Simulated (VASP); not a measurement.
# Cr in VASP: notebook, part 2 of 2

VASP 6.6.1.

**3. Single point, PBE, collinear spin, ferromagnetic start**

File INCAR:

```
SYSTEM = Cr
  PREC = Accurate
  ENCUT = 520
  EDIFF = 1E-7
  ISMEAR = -1
  SIGMA = 0.08
  LREAL = .FALSE.
  LASPH = .TRUE.
  NELM = 150
  ALGO = Normal
  ISIF = 2
  LWAVE = .FALSE.
  LCHARG = .FALSE.
  ISPIN = 2
  MAGMOM = 2
  LORBIT = 11
  LMAXMIX = 4
  LDIPOL = .TRUE.
  IDIPOL = 3
  DIPOL = 0.5 0.5 0.500
  GGA = PE
  NBANDS = 16
```

File KPOINTS:

```
regular mesh
0
G
  10 10 1
  0 0 0
```

File POSCAR:

```
Cr
1.0
    4.0283716178      0.0000000000      0.0000000000
   -2.0141858089      3.4886721569      0.0000000000
    0.0000000000      0.0000000000     16.0000000000
Cr
1
Direct
    0.0000000000      0.0000000000      0.5000000000
```

Potentials or basis: VASP PAW PBE potentials, release 64 (Cr_pv).

On the command line:

```
> cat potpaw_PBE.64/Cr_pv/POTCAR > POTCAR
> mpirun -np 1 vasp_std > vasp.out
```

OUTCAR:

```text
SYSTEM = Cr
   PREC = Accurate
   ENCUT = 520
   EDIFF = 1E-7
   ISMEAR = -1
   LREAL = .FALSE.
   LASPH = .TRUE.
   NELM = 150
   ISIF = 2
   ISPIN = 2
   LORBIT = 11
   GGA = PE

 ion  position               nearest neighbor table
   1  0.000  0.000  0.500-

  LATTYP: Found a hexagonal cell.
 ALAT       =     4.0283716178
 C/A-ratio  =     3.9718282021

  Lattice vectors:

 A1 = (   4.0283716178,   0.0000000000,   0.0000000000)
 A2 = (  -2.0141858089,   3.4886721569,   0.0000000000)
 A3 = (   0.0000000000,   0.0000000000,  16.0000000000)

Analysis of symmetry for initial positions (statically):
=====================================================================
 Subroutine PRICEL returns:
 Original cell was already a primitive cell.

 Routine SETGRP: Setting up the symmetry group for a
 hexagonal supercell.

 Subroutine GETGRP returns: Found 24 space group operations
 (whereof 24 operations were pure point group operations)
 out of a pool of 24 trial point group operations.

The static configuration has the point symmetry D_6h.

Analysis of symmetry for dynamics (positions and initial velocities):
=====================================================================
 Subroutine PRICEL returns:
 Original cell was already a primitive cell.

 Routine SETGRP: Setting up the symmetry group for a
 hexagonal supercell.

 Subroutine GETGRP returns: Found 24 space group operations
 (whereof 24 operations were pure point group operations)
 out of a pool of 24 trial point group operations.

The dynamic configuration has the point symmetry D_6h.

Analysis of structural, dynamic, and magnetic symmetry:
=====================================================================
 Subroutine PRICEL returns:
 Original cell was already a primitive cell.

 Routine SETGRP: Setting up the symmetry group for a
 hexagonal supercell.

 Subroutine GETGRP returns: Found 24 space group operations
 (whereof 24 operations were pure point group operations)
 out of a pool of 24 trial point group operations.

The overall configuration has the point symmetry D_6h.

 Subroutine INISYM returns: Found 24 space group operations
 (whereof 24 operations are pure point group operations),
 and found     1 'primitive' translations

----------------------------------------------------------------------------------------

                                     Primitive cell

  volume of cell :     224.8587

  direct lattice vectors                    reciprocal lattice vectors
     4.028371618  0.000000000  0.000000000     0.248239263  0.143321005  0.000000000
    -2.014185809  3.488672157  0.000000000     0.000000000  0.286642010  0.000000000
     0.000000000  0.000000000 16.000000000     0.000000000  0.000000000  0.062500000

  length of vectors
     4.028371618  4.028371618 16.000000000     0.286642010  0.286642010  0.062500000

  position of ions in fractional coordinates (direct lattice)
     0.000000000  0.000000000  0.500000000

  ion indices of the primitive-cell ions
   primitive index   ion index
                 1           1

----------------------------------------------------------------------------------------

 KPOINTS: regular mesh
[... 50 lines left out ...]
   ICHARG =      2    charge: 1-file 2-atom 10-const
   ISPIN  =      2    spin polarized calculation?
   LNONCOLLINEAR =      F non collinear calculations
   LSORBIT =      F    spin-orbit coupling
   LASPH  =      T    aspherical Exc in radial PAW
   ENCUT  =  520.0 eV  38.22 Ry    6.18 a.u.   7.49  7.49 29.75*2*pi/ulx,y,z
   NELM   =    150;   NELMIN=  2; NELMDL= -5     # of ELM steps
   EDIFF  = 0.1E-06   stopping-criterion for ELM
   LREAL  =      F    real-space projection
   EDIFFG = 0.1E-05   stopping-criterion for IOM
   NSW    =      0    number of steps for IOM
   IBRION =     -1    ionic relax: 0-MD 1-quasi-New 2-CG
   NFREE  =      0    steps in history (QN), initial steepest desc. (CG)
   ISIF   =      2    stress and relaxation
   ISYM   =      2    0-nonsym 1-usesym 2-fastsym
   POTIM  = 0.5000    time-step for ionic-motion
   TEBEG  =    0.0;   TEEND  =   0.0 temperature during run
   PSTRESS=    0.0 pullay stress
   NELECT =      12.0000    total number of electrons
   NUPDOWN=      -1.0000    fix difference up-down
   EMIN   =  10.00;   EMAX   =-10.00  energy-range for DOS
   EFERMI =   0.00;   METHOD = LEGACY
   ISMEAR =    -1;   SIGMA  =   0.08  broadening in eV -4-tet -1-fermi 0-gaus
   EFERMI_NEDOS =   21; number of points for ismear=-14 and -15
   IALGO  =     38    algorithm
   IMIX   =      4    mixing-type and parameters
     AMIX     =   0.40;   BMIX     =  1.00
     AMIX_MAG =   1.60;   BMIX_MAG =  1.00
  volume/ion in A,a.u.               =     224.86      1517.42
  Fermi-wavevector in a.u.,A,eV,Ry     =   0.616357  1.164745  5.168791  0.379895
  Thomas-Fermi vector in A             =   1.674056
   LORBIT       =     11    0 simple, 1 ext, 2 COOP (PROOUT), +10 PAW based schemes
   GGA     = PE    functional components
   LHFCALC =     F    Hartree Fock is set to
   AEXX    =    0.0000 exact exchange contribution
   IVDW    =     0    specifies the selected vdW correction
   LEPSILON=     F    determine dielectric tensor
   LRPA    =     F    only Hartree local field effects (RPA)
 spin polarized calculation
  energy-cutoff  :      520.00
  volume of cell :      224.86
 maximum number of plane-waves:      6125
 NGX is ok and might be reduce to    30
   NGX = 15   NGY = 15   NGZ = 59

 number of electron      12.0000007 magnetization       5.2286913

 dipolmoment           0.000000      0.000000     -0.000000 electrons x Angstroem

 Free energy of the ion-electron system (eV)
  ---------------------------------------------------
  ext. energy  EPLUGINS =         0.00000000
  ---------------------------------------------------
  free energy    TOTEN  =        -5.97333847 eV

  energy without entropy =       -5.95784530  energy(sigma->0) =       -5.96559189

 E-fermi :  -2.8657     XC(G=0):  -2.1202

 val. band max:       -3.1251598139   @ k =   0.3000   0.0000   0.0000
 cond. band min:      -2.7512635109   @ k =   0.2000   0.2000   0.0000
 fundamental gap:      0.3738963030
 Fermi energy:        -2.8656520824

 spin component 1

 k-point     1 :       0.0000    0.0000    0.0000
  band No.  band energies     occupation
      1     -46.2256      1.00000
      2     -46.2256      1.00000
      3     -46.1574      1.00000
      4      -5.7092      1.00000
      5      -3.5623      0.99983
      6      -3.5472      0.99980
[... 242 lines left out ...]
      2     -46.2276      1.00000
      3     -46.1570      1.00000
      4      -3.6785      0.99996
      5      -3.5955      0.99989
      6      -3.5905      0.99988
[... 8 lines left out ...]
     15       4.2574      0.00000
     16       4.8822      0.00000
 Fermi energy:        -2.8656520824

 spin component 2

 k-point     1 :       0.0000    0.0000    0.0000
  band No.  band energies     occupation
      1     -42.0010      1.00000
      2     -42.0010      1.00000
      3     -41.8799      1.00000
      4      -4.2845      1.00000
      5      -0.8030      0.00000
      6      -0.2008      0.00000
[... 243 lines left out ...]
      3     -41.8794      1.00000
      4      -1.1605      0.00000
      5      -0.7797      0.00000
      6      -0.0566      0.00000
[... 8 lines left out ...]
     15       4.6147      0.00000
     16       5.2131      0.00000

------------------------ aborting loop because EDIFF is reached ----------------------------------------

 vacuum level on the upper side and lower side of the slab       (xc-potential included)         0.000         0.000

  FORCE on cell =-STRESS in cart. coord.  units (eV):
  Direction    XX          YY          ZZ          XY          YZ          ZX
  --------------------------------------------------------------------------------------
  -------------------------------------------------------------------------------------
  Total       -1.9325378     -1.9325378     -0.0101386      0.0000000      0.0000000      0.0000000
  in kB      -13.7698406    -13.7698406     -0.0722399      0.0000000      0.0000000      0.0000000
  external PRESSURE =      -9.2039737 kB  Pullay stress =       0.0000000 kB

 VOLUME and BASIS-vectors are now :
 -----------------------------------------------------------------------------
  energy-cutoff  :      520.00
  volume of cell :      224.86
      direct lattice vectors                 reciprocal lattice vectors
     4.028371618  0.000000000  0.000000000     0.248239263  0.143321005  0.000000000
    -2.014185809  3.488672157  0.000000000     0.000000000  0.286642010  0.000000000
     0.000000000  0.000000000 16.000000000     0.000000000  0.000000000  0.062500000

 POSITION                                       TOTAL-FORCE (eV/Angst)
 -----------------------------------------------------------------------------------
      0.00000      0.00000      8.00000         0.000000      0.000000      0.000000
 -----------------------------------------------------------------------------------
    total drift:                                0.000000      0.000000      0.000000

  FREE ENERGIE OF THE ION-ELECTRON SYSTEM (eV)
  ---------------------------------------------------
  free  energy   TOTEN  =        -5.9733384698 eV

  energy  without entropy=       -5.9578453048  energy(sigma->0) =       -5.96559189

 vacuum level on the upper side and lower side of the slab         0.992         0.992

 total charge

# of ion       s       p       d       tot
------------------------------------------
    1        0.218   5.998   4.229  10.444

 magnetization (x)

# of ion       s       p       d       tot
------------------------------------------
    1        0.096   0.017   4.220   4.333
```

stdout:

```text
POSCAR found type information on POSCAR Cr
 POSCAR found :  1 types and       1 ions
 scaLAPACK will be used
 LDA part: xc-table for (Slater+PW92), standard interpolation
 POSCAR, INCAR and KPOINTS ok, starting setup
 FFT: planning ... GRIDC
 FFT: planning ... GRID_SOFT
 FFT: planning ... GRID
 WAVECAR not read
 entering main loop
```

It took 3.2 min on 1 thread of Intel Xeon Platinum 8488C (Sapphire Rapids), shared host; peak memory 0.42 GiB.

What came out:

- Free energy: -5.9733 eV
- Net moment: 5.23 μB per cell
- Site moments: Cr +4.33 μB
- Valence electrons inside the program's atomic spheres: Cr 10.44
